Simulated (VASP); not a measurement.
# YN (Fm-3m) in VASP: a series of runs, part 2 of 3

VASP 6.6.1.

## 3. Electric field gradients, PBE (14.94 Å³/atom)

This run uses another cell than the first one, of 14.94 Å³/atom.

INCAR

```
SYSTEM = YN
  PREC = Accurate
  ENCUT = 520
  EDIFF = 1E-8
  ISMEAR = -1
  SIGMA = 0.03
  LREAL = .FALSE.
  LASPH = .TRUE.
  NELM = 120
  ALGO = Normal
  ISIF = 2
  LWAVE = .FALSE.
  LCHARG = .FALSE.
  GGA = PE
  LEFG = .TRUE.
  NBANDS = 15
  GGA_COMPAT = .FALSE.
```

KPOINTS

```
Automatic mesh
0
G
  9 9 9
  0 0 0
```

POSCAR

```
YN
1.0
    0.0000000000      2.4626451346      2.4626451346
    2.4626451346      0.0000000000      2.4626451346
    2.4626451346      2.4626451346      0.0000000000
Y N
1 1
Direct
    0.0000000000      0.0000000000      0.0000000000
    0.5000000000      0.5000000000      0.5000000000
```

Potentials or basis: VASP PAW PBE potentials, release 64 (Y_sv, N).

Run with:

```sh
$ cat potpaw_PBE.64/Y_sv/POTCAR potpaw_PBE.64/N/POTCAR > POTCAR
$ mpirun -np 1 vasp_std > vasp.out
```

OUTCAR:

```text
SYSTEM = YN
   PREC = Accurate
   ENCUT = 520
   EDIFF = 1E-8
   ISMEAR = -1
   LREAL = .FALSE.
   LASPH = .TRUE.
   NELM = 120
   ISIF = 2
   GGA = PE

 ion  position               nearest neighbor table
   1  0.000  0.000  0.000-   2 2.46   2 2.46   2 2.46   2 2.46   2 2.46   2 2.46
   2  0.500  0.500  0.500-   1 2.46   1 2.46   1 2.46   1 2.46   1 2.46   1 2.46

  LATTYP: Found a face centered cubic cell.
 ALAT       =     4.9252902692

  Lattice vectors:

 A1 = (   0.0000000000,   2.4626451346,   2.4626451346)
 A2 = (   2.4626451346,   0.0000000000,   2.4626451346)
 A3 = (   2.4626451346,   2.4626451346,   0.0000000000)

Analysis of symmetry for initial positions (statically):
=====================================================================
 Subroutine PRICEL returns:
 Original cell was already a primitive cell.

 Routine SETGRP: Setting up the symmetry group for a
 face centered cubic supercell.

 Subroutine GETGRP returns: Found 48 space group operations
 (whereof 48 operations were pure point group operations)
 out of a pool of 48 trial point group operations.

The static configuration has the point symmetry O_h .

Analysis of symmetry for dynamics (positions and initial velocities):
=====================================================================
 Subroutine PRICEL returns:
 Original cell was already a primitive cell.

 Routine SETGRP: Setting up the symmetry group for a
 face centered cubic supercell.

 Subroutine GETGRP returns: Found 48 space group operations
 (whereof 48 operations were pure point group operations)
 out of a pool of 48 trial point group operations.

The dynamic configuration has the point symmetry O_h .

 Subroutine INISYM returns: Found 48 space group operations
 (whereof 48 operations are pure point group operations),
 and found     1 'primitive' translations

----------------------------------------------------------------------------------------

                                     Primitive cell

  volume of cell :      29.8700

  direct lattice vectors                    reciprocal lattice vectors
     0.000000000  2.462645135  2.462645135    -0.203033719  0.203033719  0.203033719
     2.462645135  0.000000000  2.462645135     0.203033719 -0.203033719  0.203033719
     2.462645135  2.462645135  0.000000000     0.203033719  0.203033719 -0.203033719

  length of vectors
     3.482706149  3.482706149  3.482706149     0.351664717  0.351664717  0.351664717

  position of ions in fractional coordinates (direct lattice)
     0.000000000  0.000000000  0.000000000
     0.500000000  0.500000000  0.500000000

  ion indices of the primitive-cell ions
   primitive index   ion index
                 1           1
                 2           2

----------------------------------------------------------------------------------------

 KPOINTS: Automatic mesh

Automatic generation of k-mesh.
 Grid dimensions read from file:
 generate k-points for:    9    9    9

 Generating k-lattice:

[... 75 lines left out ...]
   EFERMI =   0.00;   METHOD = LEGACY
   ISMEAR =    -1;   SIGMA  =   0.03  broadening in eV -4-tet -1-fermi 0-gaus
   EFERMI_NEDOS =   21; number of points for ismear=-14 and -15
   IALGO  =     38    algorithm
   IMIX   =      4    mixing-type and parameters
     AMIX     =   0.40;   BMIX     =  1.00
     AMIX_MAG =   1.60;   BMIX_MAG =  1.00
  volume/ion in A,a.u.               =      14.94       100.79
  Fermi-wavevector in a.u.,A,eV,Ry     =   1.329545  2.512475 24.050876  1.767690
  Thomas-Fermi vector in A             =   2.458699
   LORBIT       =      0    0 simple, 1 ext, 2 COOP (PROOUT), +10 PAW based schemes
   GGA     = PE    functional components
   LHFCALC =     F    Hartree Fock is set to
   AEXX    =    0.0000 exact exchange contribution
   IVDW    =     0    specifies the selected vdW correction
   LEPSILON=     F    determine dielectric tensor
   LRPA    =     F    only Hartree local field effects (RPA)
 non-spin polarized calculation
  energy-cutoff  :      520.00
  volume of cell :       29.87
 maximum number of plane-waves:       821
 NGX is ok and might be reduce to    28
   NGX = 13   NGY = 13   NGZ = 13

 number of electron      16.0000001 magnetization

 Free energy of the ion-electron system (eV)
  ---------------------------------------------------
  ext. energy  EPLUGINS =         0.00000000
  ---------------------------------------------------
  free energy    TOTEN  =       -18.22602593 eV

  energy without entropy =      -18.22599083  energy(sigma->0) =      -18.22600838

 E-fermi :   4.1534     XC(G=0): -11.1392

 val. band max:        4.0219748529   @ k =   0.0000   0.0000   0.0000
 cond. band min:       4.3058212507   @ k =   0.4444   0.4444   0.0000
 fundamental gap:      0.2838463977
 Fermi energy:         4.1534443674

 k-point     1 :       0.0000    0.0000    0.0000
  band No.  band energies     occupation
      1     -36.9076      2.00000
      2     -16.5684      2.00000
      3     -16.5684      2.00000
      4     -16.5684      2.00000
      5      -8.8347      2.00000
      6       4.0220      1.97532
      7       4.0220      1.97532
      8       4.0220      1.97532
      9       7.1268      0.00000
     10       7.1268      0.00000
     11       7.1268      0.00000
     12       7.9733      0.00000
     13       9.0510      0.00000
     14       9.0510      0.00000
[... 401 lines left out ...]
      2     -17.3372      2.00000
      3     -16.8604      2.00000
      4     -16.8604      2.00000
      5      -8.3500      2.00000
      6       2.3320      2.00000
      7       3.6004      2.00000
      8       3.6004      2.00000
      9       4.3058      0.01237
     10      10.6648      0.00000
     11      10.9075      0.00000
     12      11.6682      0.00000
     13      11.6682      0.00000
     14      14.0272      0.00000
     15      15.5528      0.00000

 [... further k-points ...]
[... 5 lines left out ...]
  --------------------------------------------------------------------------------------
  -------------------------------------------------------------------------------------
  Total       -0.3664410     -0.3664410     -0.3664410     -0.0000000      0.0000000      0.0000000
  in kB      -19.6552768    -19.6552768    -19.6552768     -0.0000000      0.0000000      0.0000000
  external PRESSURE =     -19.6552768 kB  Pullay stress =       0.0000000 kB

 VOLUME and BASIS-vectors are now :
 -----------------------------------------------------------------------------
  energy-cutoff  :      520.00
  volume of cell :       29.87
      direct lattice vectors                 reciprocal lattice vectors
     0.000000000  2.462645135  2.462645135    -0.203033719  0.203033719  0.203033719
     2.462645135  0.000000000  2.462645135     0.203033719 -0.203033719  0.203033719
     2.462645135  2.462645135  0.000000000     0.203033719  0.203033719 -0.203033719

 POSITION                                       TOTAL-FORCE (eV/Angst)
 -----------------------------------------------------------------------------------
      0.00000      0.00000      0.00000        -0.000000      0.000000      0.000000
      2.46265      2.46265      2.46265         0.000000     -0.000000     -0.000000
 -----------------------------------------------------------------------------------
    total drift:                                0.000000      0.000000      0.000000

  FREE ENERGIE OF THE ION-ELECTRON SYSTEM (eV)
  ---------------------------------------------------
  free  energy   TOTEN  =       -18.2260259276 eV

  energy  without entropy=      -18.2259908292  energy(sigma->0) =      -18.22600838

 Electric field gradients (V/A^2)
---------------------------------------------------------------------
 ion       V_xx      V_yy      V_zz      V_xy      V_xz      V_yz
---------------------------------------------------------------------
   1       0.000    -0.000    -0.000     0.000     0.000     0.000
   2      -0.000     0.000    -0.000    -0.001    -0.001    -0.001
---------------------------------------------------------------------

 Electric field gradients after diagonalization (V/A^2)
 (convention: |V_zz| > |V_xx| > |V_yy|)
----------------------------------------------------------------------
 ion       V_xx      V_yy      V_zz     asymmetry (V_yy - V_xx)/ V_zz
----------------------------------------------------------------------
   1      -0.000    -0.000     0.000       0.000
   2       0.001     0.001    -0.001       0.000
----------------------------------------------------------------------

           NMR quadrupolar parameters

 Cq : quadrupolar parameter    Cq=e*Q*V_zz/h
 eta: asymmetry parameters     (V_yy - V_xx)/ V_zz
 Q  : nuclear electric quadrupole moment in mb (millibarn)
----------------------------------------------------------------------
 ion       Cq(MHz)       eta       Q (mb)
----------------------------------------------------------------------
   1       0.000       0.000       1.000
   2      -0.000       0.000       1.000
----------------------------------------------------------------------
```

It took 35 s on 1 thread of Intel Xeon Platinum 8488C (Sapphire Rapids), shared host; peak memory 0.18 GiB.

Results:

```yaml
Free_energy: -18.2260 eV
Pressure: -2.0 GPa
Band_gap_on_the_k_mesh: 0.28 eV (least direct gap 0.71 eV)
Largest_electric_field_gradient_by_atom: zero within the noise of the run
```

Caveat: an odd mesh through Γ misses points on the zone boundary, where band edges can lie.

## 4. Electric field gradients, PBE (15.37 Å³/atom)

This run uses another cell than the first one, of 15.37 Å³/atom.

INCAR

```
SYSTEM = YN
  ALGO = Normal
  EDIFF = 1E-8
  ENCUT = 520
  GGA = PE
  GGA_COMPAT = .False.
  ISIF = 2
  ISMEAR = -1
  LASPH = .True.
  LCHARG = .False.
  LEFG = .True.
  LREAL = .False.
  LWAVE = .False.
  NBANDS = 15
  NELM = 120
  PREC = Accurate
  SIGMA = 0.03
```

KPOINTS

```
k-points
0
Gamma
  9 9 9
  0 0 0
```

POSCAR

```
YN
1.0
    0.0000000000      2.4863258675      2.4863258675
    2.4863258675      0.0000000000      2.4863258675
    2.4863258675      2.4863258675      0.0000000000
Y N
1 1
Direct
    0.0000000000      0.0000000000      0.0000000000
    0.5000000000      0.5000000000      0.5000000000
```

Potentials or basis: VASP PAW PBE potentials, release 64 (Y_sv, N).

Run with:

```sh
$ cat potpaw_PBE.64/Y_sv/POTCAR potpaw_PBE.64/N/POTCAR > POTCAR
$ mpirun -np 1 vasp_std > vasp.out
```

OUTCAR:

```text
SYSTEM = YN
   EDIFF = 1E-8
   ENCUT = 520
   GGA = PE
   ISIF = 2
   ISMEAR = -1
   LASPH = .True.
   LREAL = .False.
   NELM = 120
   PREC = Accurate

 ion  position               nearest neighbor table
   1  0.000  0.000  0.000-   2 2.49   2 2.49   2 2.49   2 2.49   2 2.49   2 2.49
   2  0.500  0.500  0.500-   1 2.49   1 2.49   1 2.49   1 2.49   1 2.49   1 2.49

  LATTYP: Found a face centered cubic cell.
 ALAT       =     4.9726517350

  Lattice vectors:

 A1 = (   0.0000000000,   2.4863258675,   2.4863258675)
 A2 = (   2.4863258675,   0.0000000000,   2.4863258675)
 A3 = (   2.4863258675,   2.4863258675,   0.0000000000)

Analysis of symmetry for initial positions (statically):
=====================================================================
 Subroutine PRICEL returns:
 Original cell was already a primitive cell.

 Routine SETGRP: Setting up the symmetry group for a
 face centered cubic supercell.

[... 621 lines left out ...]
      direct lattice vectors                 reciprocal lattice vectors
     0.000000000  2.486325868  2.486325868    -0.201099947  0.201099947  0.201099947
     2.486325868  0.000000000  2.486325868     0.201099947 -0.201099947  0.201099947
     2.486325868  2.486325868  0.000000000     0.201099947  0.201099947 -0.201099947

 POSITION                                       TOTAL-FORCE (eV/Angst)
 -----------------------------------------------------------------------------------
      0.00000      0.00000      0.00000         0.000000      0.000000      0.000000
      2.48633      2.48633      2.48633         0.000000      0.000000      0.000000
 -----------------------------------------------------------------------------------
    total drift:                                0.000000      0.000000      0.000000

  FREE ENERGIE OF THE ION-ELECTRON SYSTEM (eV)
  ---------------------------------------------------
  free  energy   TOTEN  =       -18.2043838555 eV

  energy  without entropy=      -18.2043645962  energy(sigma->0) =      -18.20437423

 Electric field gradients (V/A^2)
---------------------------------------------------------------------
 ion       V_xx      V_yy      V_zz      V_xy      V_xz      V_yz
---------------------------------------------------------------------
   1      -0.000     0.000     0.000     0.000     0.000     0.000
   2      -0.000     0.000    -0.000    -0.001    -0.001    -0.001
---------------------------------------------------------------------

 Electric field gradients after diagonalization (V/A^2)
 (convention: |V_zz| > |V_xx| > |V_yy|)
----------------------------------------------------------------------
 ion       V_xx      V_yy      V_zz     asymmetry (V_yy - V_xx)/ V_zz
----------------------------------------------------------------------
   1      -0.000    -0.000     0.000       0.000
   2       0.001     0.001    -0.001       0.000
----------------------------------------------------------------------

           NMR quadrupolar parameters

 Cq : quadrupolar parameter    Cq=e*Q*V_zz/h
 eta: asymmetry parameters     (V_yy - V_xx)/ V_zz
 Q  : nuclear electric quadrupole moment in mb (millibarn)
----------------------------------------------------------------------
 ion       Cq(MHz)       eta       Q (mb)
----------------------------------------------------------------------
   1       0.000       0.000       1.000
   2      -0.000       0.000       1.000
----------------------------------------------------------------------
```

Wall time 31 s (1 thread of Intel Xeon Platinum 8488C (Sapphire Rapids), shared host); peak memory 0.18 GiB.

What came out:

| Item | Value |
| --- | --- |
| Free energy | -18.2044 eV |
| Pressure | -6.0 GPa |
| Band gap on the k mesh | 0.33 eV (least direct gap 0.77 eV) |
| Largest electric field gradient by atom | zero within the noise of the run |

Levels at points of the mesh, in eV from the valence-band top:
| k point | band 6 | band 7 | band 8 | band 9 | band 10 | band 11 |
| --- | --- | --- | --- | --- | --- | --- |
| (0.00, 0.00, 0.00) | 0.00 | 0.00 | 0.00 | 3.06 | 3.06 | 3.06 |

Caveat: the cell stands under tension; an odd mesh through Γ misses points on the zone boundary, where band edges can lie.

(Continued in part 3 of 3.)
